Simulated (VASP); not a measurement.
# ZnS (P2_1) in VASP: notebook, part 2 of 2

VASP 6.6.1.

### Step 3. Single point, PBE

This run uses another cell than the first one, of 19.12 Å³/atom, 1.028 times its volume.

INCAR reads:

```
SYSTEM = ZnS
PREC     = Accurate       ! precision mode
ENCUT    = 520            ! plane-wave cutoff, eV
EDIFF    = 1E-6           ! SCF threshold, eV
ISMEAR   = 0              ! smearing method
SIGMA    = 0.05           ! smearing width, eV
LREAL    = .False.        ! projectors in reciprocal space
LASPH    = .True.         ! aspherical terms in the spheres
NELM     = 80             ! most SCF steps
ALGO     = Normal         ! electronic algorithm
ISIF     = 2              ! what is computed and relaxed
LWAVE    = .False.        ! write WAVECAR
LCHARG   = .False.        ! write CHGCAR
GGA      = PE             ! functional
NBANDS   = 26             ! bands
```

KPOINTS reads:

```
regular mesh
0
Gamma
  9 9 4
  0 0 0
```

POSCAR reads:

```
ZnS
1.0
    3.7428823172      0.0000000000      0.0000000000
   -1.8714411586      3.2414311700      0.0000000000
    0.0000000000      0.0000000000      6.3037246812
Zn S
2 2
Direct
    0.3163527059      0.6666666667      0.0052003729
    0.6836472941      0.3333333333      0.5052003729
    0.3470553733      0.6666666667      0.3797996271
    0.6529446267      0.3333333333      0.8797996271
```

Potentials or basis: VASP PAW PBE potentials, release 64 (Zn, S).

Launch:

```sh
$ cat potpaw_PBE.64/Zn/POTCAR potpaw_PBE.64/S/POTCAR > POTCAR
$ mpirun -np 1 vasp_std > vasp.out
```

OUTCAR:

```text
SYSTEM = ZnS
   PREC = Accurate
   ENCUT = 520
   EDIFF = 1E-6
   ISMEAR = 0
   LREAL = .False.
   LASPH = .True.
   NELM = 80
   ISIF = 2
   GGA = PE

 ion  position               nearest neighbor table
   1  0.316  0.667  0.005-   4 2.29   4 2.30   4 2.31   3 2.36
   2  0.684  0.333  0.505-   3 2.29   3 2.30   3 2.31   4 2.36
   3  0.347  0.667  0.380-   2 2.29   2 2.30   2 2.31   1 2.36
   4  0.653  0.333  0.880-   1 2.29   1 2.30   1 2.31   2 2.36

  LATTYP: Found a hexagonal cell.
 ALAT       =     3.7428823172
 C/A-ratio  =     1.6841899229

  Lattice vectors:

 A1 = (   3.7428823172,   0.0000000000,   0.0000000000)
 A2 = (  -1.8714411586,   3.2414311700,   0.0000000000)
 A3 = (   0.0000000000,   0.0000000000,   6.3037246812)

Analysis of symmetry for initial positions (statically):
=====================================================================
 Subroutine PRICEL returns:
 Original cell was already a primitive cell.

 Routine SETGRP: Setting up the symmetry group for a
 hexagonal supercell.

[... 166 lines left out ...]
  ext. energy  EPLUGINS =         0.00000000
  ---------------------------------------------------
  free energy    TOTEN  =       -13.61150276 eV

  energy without entropy =      -13.61150276  energy(sigma->0) =      -13.61150276

 E-fermi :   2.7469     XC(G=0):  -9.7748

 val. band max:        2.4767863368   @ k =   0.0000   0.0000   0.0000
 cond. band min:       4.7073430366   @ k =   0.0000   0.0000   0.0000
 fundamental gap:      2.2305566999
 Fermi energy:         2.7469045555

 k-point     1 :       0.0000    0.0000    0.0000
  band No.  band energies     occupation
      1     -10.9667      2.00000
      2     -10.0414      2.00000
      3      -4.0668      2.00000
      4      -4.0451      2.00000
      5      -4.0344      2.00000
      6      -3.9749      2.00000
[... 685 lines left out ...]
     25      11.4187      0.00000
     26      12.3103      0.00000

 [... further k-points ...]
[... 5 lines left out ...]
  --------------------------------------------------------------------------------------
  -------------------------------------------------------------------------------------
  Total        2.7708334      2.7826221      0.8026542      0.0035351      0.0000000      0.0000000
  in kB       58.0471338     58.2940990     16.8150770      0.0740582      0.0000000      0.0000000
  external PRESSURE =      44.3854366 kB  Pullay stress =       0.0000000 kB

 VOLUME and BASIS-vectors are now :
 -----------------------------------------------------------------------------
  energy-cutoff  :      520.00
  volume of cell :       76.48
      direct lattice vectors                 reciprocal lattice vectors
     3.742882317  0.000000000  0.000000000     0.267173776  0.154252851  0.000000000
    -1.871441159  3.241431170  0.000000000     0.000000000  0.308505702  0.000000000
     0.000000000  0.000000000  6.303724681     0.000000000  0.000000000  0.158636370

 POSITION                                       TOTAL-FORCE (eV/Angst)
 -----------------------------------------------------------------------------------
     -0.06356      2.16095      0.03278         0.095740      0.003241      0.216674
      1.93500      1.08048      3.18464        -0.095740     -0.003241      0.216674
      0.05136      2.16095      2.39415        -0.007196      0.002180     -0.216674
      1.82008      1.08048      5.54601         0.007196     -0.002180     -0.216674
 -----------------------------------------------------------------------------------
    total drift:                                0.000000     -0.000000      0.000355

  FREE ENERGIE OF THE ION-ELECTRON SYSTEM (eV)
  ---------------------------------------------------
  free  energy   TOTEN  =       -13.6115027583 eV

  energy  without entropy=      -13.6115027583  energy(sigma->0) =      -13.61150276
```

OSZICAR:

```text
N       E                     dE             d eps       ncg     rms          rms(c)
DAV:   1     0.245301618254E+03    0.24530E+03   -0.17241E+04  6396   0.169E+03
DAV:   2     0.101031570219E+02   -0.23520E+03   -0.22486E+03  6588   0.351E+02
DAV:   3    -0.138854162614E+02   -0.23989E+02   -0.23750E+02  7634   0.112E+02
DAV:   4    -0.144668225640E+02   -0.58141E+00   -0.58000E+00  7386   0.174E+01
DAV:   5    -0.144757846601E+02   -0.89621E-02   -0.89596E-02  7690   0.215E+00    0.104E+01
DAV:   6    -0.136231021053E+02    0.85268E+00   -0.16484E+00  9624   0.378E+01    0.792E+00
DAV:   7    -0.136189335161E+02    0.41686E-02   -0.13170E+00  6772   0.676E+00    0.350E+00
DAV:   8    -0.136110132822E+02    0.79202E-02   -0.35912E-02  7840   0.165E+00    0.102E+00
DAV:   9    -0.136111722553E+02   -0.15897E-03   -0.10697E-02  8744   0.126E+00    0.240E-01
DAV:  10    -0.136112968234E+02   -0.12457E-03   -0.56631E-04  7490   0.344E-01    0.975E-02
DAV:  11    -0.136114995851E+02   -0.20276E-03   -0.30315E-04  6630   0.127E-01    0.539E-02
DAV:  12    -0.136114995432E+02    0.41895E-07   -0.19105E-05  7994   0.566E-02    0.993E-03
DAV:  13    -0.136115023187E+02   -0.27755E-05   -0.41393E-06  6646   0.163E-02    0.578E-03
DAV:  14    -0.136115027583E+02   -0.43959E-06   -0.94530E-07  5356   0.130E-02
   1 F= -.13611503E+02 E0= -.13611503E+02  d E =-.183967E-16
```

stdout:

```text
POSCAR found type information on POSCAR ZnS
 POSCAR found :  2 types and       4 ions
 scaLAPACK will be used
 LDA part: xc-table for (Slater+PW92), standard interpolation
 POSCAR, INCAR and KPOINTS ok, starting setup
 FFT: planning ... GRIDC
 FFT: planning ... GRID_SOFT
 FFT: planning ... GRID
 WAVECAR not read
 entering main loop
```

Run time: 81 s. Hardware: 1 thread of Intel Xeon 6975P-C (Granite Rapids), shared host; peak memory 0.32 GiB.

What came out:

* Free energy: -13.6115 eV
* Pressure: 4.4 GPa
* Largest force: 0.237 eV/Å
* Band gap on the k mesh: 2.23 eV, direct

Forces on the atoms (eV/Å):
```
Zn   0.096  0.003  0.217
Zn  -0.096 -0.003  0.217
S   -0.007  0.002 -0.217
S    0.007 -0.002 -0.217
```

Stress tensor (GPa, compression positive):
```
5.80 0.01 0.00
0.01 5.83 0.00
0.00 0.00 1.68
```

### Step 4. Single point, PBE

This run uses another cell than the first one, of 19.12 Å³/atom, 1.028 times its volume.

INCAR reads:

```
SYSTEM = ZnS
  PREC = Accurate
  ENCUT = 520
  EDIFF = 1E-6
  ISMEAR = 0
  SIGMA = 0.05
  LREAL = .False.
  LASPH = .True.
  NELM = 60
  ALGO = Normal
  ISIF = 2
  LWAVE = .False.
  LCHARG = .False.
  GGA = PE
  NBANDS = 26
```

KPOINTS reads:

```
Automatic mesh
0
Gamma
  9 9 4
  0 0 0
```

POSCAR reads:

```
ZnS
1.0
    3.7428823172      0.0000000000      0.0000000000
   -1.8714411586      3.2414311700      0.0000000000
    0.0000000000      0.0000000000      6.3037246812
Zn S
2 2
Direct
    0.2823654471      0.6666666667      0.0052003729
    0.7176345529      0.3333333333      0.5052003729
    0.3745204671      0.6666666667      0.3797996271
    0.6254795329      0.3333333333      0.8797996271
```

Potentials or basis: VASP PAW PBE potentials, release 64 (Zn, S).

Launch:

```sh
$ cat potpaw_PBE.64/Zn/POTCAR potpaw_PBE.64/S/POTCAR > POTCAR
$ mpirun -np 1 vasp_std > vasp.out
```

OUTCAR:

```text
SYSTEM = ZnS
   PREC = Accurate
   ENCUT = 520
   EDIFF = 1E-6
   ISMEAR = 0
   LREAL = .False.
   LASPH = .True.
   NELM = 60
   ISIF = 2
   GGA = PE

 ion  position               nearest neighbor table
   1  0.282  0.667  0.005-   4 2.27   4 2.30   4 2.33   3 2.39
   2  0.718  0.333  0.505-   3 2.27   3 2.30   3 2.33   4 2.39
   3  0.375  0.667  0.380-   2 2.27   2 2.30   2 2.33   1 2.39
   4  0.625  0.333  0.880-   1 2.27   1 2.30   1 2.33   2 2.39

  LATTYP: Found a hexagonal cell.
 ALAT       =     3.7428823172
 C/A-ratio  =     1.6841899229

  Lattice vectors:

 A1 = (   3.7428823172,   0.0000000000,   0.0000000000)
 A2 = (  -1.8714411586,   3.2414311700,   0.0000000000)
 A3 = (   0.0000000000,   0.0000000000,   6.3037246812)

Analysis of symmetry for initial positions (statically):
=====================================================================
 Subroutine PRICEL returns:
 Original cell was already a primitive cell.

 Routine SETGRP: Setting up the symmetry group for a
 hexagonal supercell.

[... 166 lines left out ...]
  ext. energy  EPLUGINS =         0.00000000
  ---------------------------------------------------
  free energy    TOTEN  =       -13.55850632 eV

  energy without entropy =      -13.55850632  energy(sigma->0) =      -13.55850632

 E-fermi :   2.6961     XC(G=0):  -9.7851

 val. band max:        2.4973435694   @ k =   0.0000   0.0000   0.0000
 cond. band min:       4.6642529815   @ k =   0.0000   0.0000   0.0000
 fundamental gap:      2.1669094121
 Fermi energy:         2.6961048058

 k-point     1 :       0.0000    0.0000    0.0000
  band No.  band energies     occupation
      1     -10.9536      2.00000
      2     -10.0223      2.00000
      3      -4.0972      2.00000
      4      -4.0587      2.00000
      5      -4.0037      2.00000
      6      -3.9791      2.00000
[... 685 lines left out ...]
     25      11.3159      0.00000
     26      12.3185      0.00000

 [... further k-points ...]
[... 5 lines left out ...]
  --------------------------------------------------------------------------------------
  -------------------------------------------------------------------------------------
  Total        2.6943276      2.8047589      0.5267522      0.0150389      0.0000000      0.0000000
  in kB       56.4443885     58.7578511     11.0351125      0.3150546      0.0000000      0.0000000
  external PRESSURE =      42.0791174 kB  Pullay stress =       0.0000000 kB

 VOLUME and BASIS-vectors are now :
 -----------------------------------------------------------------------------
  energy-cutoff  :      520.00
  volume of cell :       76.48
      direct lattice vectors                 reciprocal lattice vectors
     3.742882317  0.000000000  0.000000000     0.267173776  0.154252851  0.000000000
    -1.871441159  3.241431170  0.000000000     0.000000000  0.308505702  0.000000000
     0.000000000  0.000000000  6.303724681     0.000000000  0.000000000  0.158636370

 POSITION                                       TOTAL-FORCE (eV/Angst)
 -----------------------------------------------------------------------------------
     -0.19077      2.16095      0.03278         0.297619      0.029178      0.281679
      2.06221      1.08048      3.18464        -0.297619     -0.029178      0.281679
      0.15416      2.16095      2.39415        -0.028570      0.021163     -0.281679
      1.71728      1.08048      5.54601         0.028570     -0.021163     -0.281679
 -----------------------------------------------------------------------------------
    total drift:                                0.000000      0.000000      0.000163

  FREE ENERGIE OF THE ION-ELECTRON SYSTEM (eV)
  ---------------------------------------------------
  free  energy   TOTEN  =       -13.5585063217 eV

  energy  without entropy=      -13.5585063217  energy(sigma->0) =      -13.55850632
```

stdout:

```text
POSCAR found type information on POSCAR ZnS
 POSCAR found :  2 types and       4 ions
 scaLAPACK will be used
 LDA part: xc-table for (Slater+PW92), standard interpolation
 POSCAR, INCAR and KPOINTS ok, starting setup
 FFT: planning ... GRIDC
 FFT: planning ... GRID_SOFT
 FFT: planning ... GRID
 WAVECAR not read
 entering main loop
```

Run time: 78 s. Hardware: 1 thread of Intel Xeon 6975P-C (Granite Rapids), shared host; peak memory 0.33 GiB.

What came out:

```
Free energy            : -13.5585 eV
Pressure               : 4.2 GPa
Largest force          : 0.411 eV/Å
Band gap on the k mesh : 2.17 eV, direct
```

Forces in eV/Å, atoms in the order of the input:
```
Zn   0.298  0.029  0.282
Zn  -0.298 -0.029  0.282
S   -0.029  0.021 -0.282
S    0.029 -0.021 -0.282
```

Stress tensor (GPa, compression positive):
```
5.64 0.03 0.00
0.03 5.88 0.00
0.00 0.00 1.10
```

Levels at points of the mesh, in eV from the valence-band top:
```
           k point  band 16  band 17  band 18  band 19  band 20  band 21
(0.00, 0.00, 0.00)    -0.19    -0.15     0.00     2.17     3.30     6.05
(0.00, 0.00, 0.50)    -0.53    -0.44    -0.44     3.65     3.65     6.45
```
